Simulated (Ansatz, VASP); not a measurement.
## BeZn2Se3: VASP beside Ansatz

```
Be Zn Se
1.0
     4.69509    0.00000    0.00000
    -2.34755    4.06607    0.00000
     0.00000    0.00000    8.97101
Be Zn Se
1 2 3
Direct
  0.00000 0.00000 0.00000
  0.00000 0.00000 0.24607
  0.00000 0.00000 0.75393
  0.33333 0.66667 0.00000
  0.66667 0.33333 0.00000
  0.00000 0.00000 0.50000
```

Alike in both runs: task relaxation of cell and atoms; functional PBE; k mesh 12 × 12 × 4; occupations gaussian, width 0.1 eV; no spin polarisation.

```csv
,VASP,Ansatz
version,VASP 6.6.1,Ansatz 0.2.0
potentials or method,"VASP PAW PBE potentials, release 64 (Be, Zn, Se), cutoff 600 eV","scalar-relativistic, plane waves, PAW"
valence electrons in the cell,44,74
```

Ansatz gave:

- gap on the k mesh at the Fermi level, each at its own relaxed structure (eV): none
- relaxed volume (Å³/atom): 28.78
- relaxed cell length with the largest relative difference (Å): 8.995

Problem. What did VASP give for the same quantities?

Solution. gap on the k mesh at the Fermi level, each at its own relaxed structure (eV): none; relaxed volume (Å³/atom): 28.82; relaxed cell length with the largest relative difference (Å): 9.014.

A gap of «none» marks a metal or a gap that the smearing closes. VASP's potentials hold 44 valence electrons a cell and Ansatz's 74, so a difference there can come from the potentials and not from the codes.
